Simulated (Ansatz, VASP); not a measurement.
## One calculation of NiO, two programs

POSCAR

```
NiO
1.0
    1.4811024619      0.8551149051      2.4176676255
   -1.4811024619      0.8551149051      2.4176676255
    0.0000000000     -1.7102298101      2.4176676255
Ni O
1 1
Direct
    1.0000000000      0.0000000000      0.0000000000
    0.5000000000      0.5000000000      0.5000000000
```

INCAR.step1

```
ALGO     = Normal         # electronic algorithm
EDIFF    = 1E-4           # SCF threshold, eV
ENCUT    = 520            # plane-wave cutoff, eV
GGA      = PE             # functional
ISMEAR   = 0              # smearing method
LASPH    = True           # aspherical terms in the spheres
LCHARG   = False          # write CHGCAR
LREAL    = False          # projectors in reciprocal space
LWAVE    = True           # write WAVECAR
NBANDS   = 15             # bands
NELM     = 80             # most SCF steps
PREC     = Accurate       # precision mode
SIGMA    = 0.05           # smearing width, eV
```

INCAR.step2

```
ALGO     = Normal         # electronic algorithm
EDIFF    = 1E-7           # SCF threshold, eV
ENCUT    = 520            # plane-wave cutoff, eV
ISIF     = 2              # what is computed and relaxed
ISMEAR   = 0              # smearing method
ISTART   = 1            
LASPH    = True           # aspherical terms in the spheres
LCHARG   = False          # write CHGCAR
LMIXTAU  = True         
LREAL    = False          # projectors in reciprocal space
LWAVE    = False          # write WAVECAR
METAGGA  = R2SCAN         # meta-GGA
NBANDS   = 15             # bands
NELM     = 80             # most SCF steps
PREC     = Accurate       # precision mode
SIGMA    = 0.05           # smearing width, eV
```

KPOINTS

```
k-points
0
Gamma
  14 14 14
```

Input for Ansatz:

```yaml
crystal:
  lattice:
    - [1.4811024619, 0.8551149051, 2.4176676255]
    - [-1.4811024619, 0.8551149051, 2.4176676255]
    - [0.0, -1.7102298101, 2.4176676255]
  atoms:
    - { symbol: Ni, position: [1.0, 0.0, 0.0] }
    - { symbol: O, position: [0.5, 0.5, 0.5] }
basis:
  ecutwfc: 500
  ecutrho_ratio: 4
kpoints:
  mp_grid: { grid: [14, 14, 14] }
hamiltonian:
  xc: r2scan
scf:
  occupations: { method: gaussian, width: 0.05 }
output:
  forces: true
  stress: true
  eigenvalues: true
```

Alike in both runs: task single point; functional r2SCAN; k mesh 14 × 14 × 14; occupations gaussian, width 0.05 eV; no spin polarisation.

|  | VASP | Ansatz |
| --- | --- | --- |
| version | VASP 6.6.1 | Ansatz 0.2.0 |
| potentials or method | VASP PAW PBE potentials, release 64 (Ni, O), cutoff 520 eV | scalar-relativistic, plane waves, PAW |
| valence electrons in the cell | 16 | 24 |

```csv
,VASP,Ansatz,Ansatz less VASP
gap on the k mesh at the Fermi level (eV),none,none,-
pressure (GPa),-11.4,-11.8,-0.40
```

VASP's potentials were made for PBE, not for r2SCAN. A gap of «none» marks a metal or a gap that the smearing closes. VASP's potentials hold 16 valence electrons a cell and Ansatz's 24, so a difference there can come from the potentials and not from the codes.
